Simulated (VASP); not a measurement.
Crystal: GaN.

```
Ga N
1.0
     0.00000    2.24895    2.24895
     2.24895    0.00000    2.24895
     2.24895    2.24895    0.00000
Ga N
1 1
Direct
  0.00000 0.00000 0.00000
  0.25000 0.25000 0.25000
```

Base run:

- Program: VASP 6.6.1
- Functional: HSE06
- Potentials or basis: VASP PAW PBE potentials, release 64 (Ga_d, N)
- Cutoff: 520 eV
- k mesh: 6 × 6 × 6
- Occupations: gaussian, width 0.01 eV
- Spin: no spin polarisation

Its results: band gap on the k mesh 3.02 eV; pressure -0.1 GPa.

Task: The run is repeated on the same cell with these changes: functional from HSE06 to PBE; cutoff from 520 eV to 600 eV; k mesh from 6 × 6 × 6 to 8 × 8 × 8. What comes out?

Result: Band gap on the k mesh 1.76 eV; pressure 6.1 GPa.

Several settings changed at once.

Caveats: the PAW data sets were made with another functional, which shifts forces and pressure a little (at least some runs); the cell stands under pressure (at least some runs).

